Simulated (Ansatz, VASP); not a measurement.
**Two plane-wave programs on NbTe**

The input INCAR:

```
ALGO = Normal
EDIFF = 1E-6
ENCUT = 500
GGA = PS
GGA_COMPAT = F
ISIF = 2
ISMEAR = -1
LASPH = T
LCHARG = F
LREAL = F
LWAVE = F
NBANDS = 16
NELM = 120
PREC = Accurate
SIGMA = 0.1
```

File KPOINTS:

```
k-points
0
Gamma
  7 7 6
```

Contents of POSCAR:

```
NbTe
1.0
    3.7517029302      0.0000000000      0.0000000000
   -1.8758514651      3.2490704973      0.0000000000
    0.0000000000      0.0000000000      3.7428246143
Nb Te
1 1
Direct
    0.0000000000      0.0000000000      0.5000000000
    0.6666666667      0.3333333333      0.0000000000
```

Input for Ansatz:

```yaml
crystal:
  lattice:
    - [3.751702930201617, 0.0, 0.0]
    - [-1.8758514651008085, 3.2490704973288116, 0.0]
    - [0.0, 0.0, 3.742824614345941]
  atoms:
    - { symbol: Nb, position: [0.0, 0.0, 0.5] }
    - { symbol: Te, position: [0.6666666666666666, 0.3333333333333333, 0.0] }
basis:
  ecutwfc: 450.0
kpoints:
  mp_grid:
    grid: [7, 7, 6]
hamiltonian:
  xc: pbesol
  pseudopotentials:
    kind: paw
scf:
  occupations:
    method: fermi_dirac
    width: 0.1
output:
  stress: true
```

Alike in both runs: task single point; functional PBEsol; k mesh 7 × 7 × 6; occupations fermi-dirac, width 0.1 eV; no spin polarisation.

|  | VASP | Ansatz |
| --- | --- | --- |
| version | VASP 6.6.1 | Ansatz 0.2.0 |
| potentials or method | VASP PAW PBE potentials, release 64 (Nb_sv, Te), cutoff 500 eV | plane waves, PAW |
| valence electrons in the cell | 19 | 29 |

```csv
,VASP,Ansatz,Ansatz less VASP
pressure (GPa),-9.1,-9.1,+0.08
"traceless stress, the component that is largest in VASP (GPa)",-1.04,-1.02,+0.019
```

VASP's potentials were made for PBE, not for PBEsol. VASP's potentials hold 19 valence electrons a cell and Ansatz's 29, so a difference there can come from the potentials and not from the codes.

Neither program's run includes spin-orbit coupling.
